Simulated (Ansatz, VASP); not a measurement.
**As: VASP beside Ansatz**

The input INCAR:

```
SYSTEM = As
PREC = Accurate
ENCUT = 600
EDIFF = 1E-7
ISMEAR = -1
SIGMA = 0.3
LREAL = .False.
LASPH = .True.
NELM = 80
ALGO = Normal
ISIF = 3
LWAVE = .False.
LCHARG = .False.
GGA = RE
IVDW = 12
IBRION = 2
NSW = 80
EDIFFG = -0.001
```

KPOINTS

```
Automatic mesh
0
Gamma
  7 7 7
  0 0 0
```

The input POSCAR:

```
As
1.0
    2.7036800000      0.0000000000      0.0000000000
    0.0000000000      2.7036800000      0.0000000000
    0.0000000000      0.0000000000      2.7036800000
As
1
Direct
    0.5000000000      0.5000000000      0.5000000000
```

Input for Ansatz:

```yaml
crystal:
  lattice:
    - [2.70368, 0.0, 0.0]
    - [0.0, 2.70368, 0.0]
    - [0.0, 0.0, 2.70368]
  atoms:
    - { symbol: As, position: [0.5, 0.5, 0.5] }
basis:
  ecutwfc: 530.0
kpoints:
  mp_grid:
    grid: [7, 7, 7]
hamiltonian:
  xc: revpbe
  dispersion: d3bj
scf:
  max_iter: 150
  convergence:
    dr2_threshold: 1.0e-05
  occupations:
    method: fermi_dirac
    width: 0.3
relax:
  f_tol: 0.001
  density_extrapolation: transplant
  cell: {}
```

Alike in both runs: task relaxation of cell and atoms; functional revPBE; dispersion D3(BJ); k mesh 7 × 7 × 7; occupations fermi-dirac, width 0.3 eV; no spin polarisation.

```csv
,VASP,Ansatz
version,VASP 6.6.1,Ansatz 0.2.0
potentials or method,"VASP PAW PBE potentials, release 64 (As), cutoff 600 eV","plane waves, PAW"
valence electrons in the cell,5,15
```

|  | VASP | Ansatz | Ansatz less VASP |
| --- | --- | --- | --- |
| relaxed volume (Å³/atom) | 19.11 | 19.06 | -0.044 |
| relaxed cell length with the largest relative difference (Å) | 2.673 | 2.671 | -0.0021 |

VASP's potentials were made for PBE, not for revPBE. VASP's potentials hold 5 valence electrons a cell and Ansatz's 15, so a difference there can come from the potentials and not from the codes. Ansatz's warnings: force scf threshold loose, stress scf threshold loose.
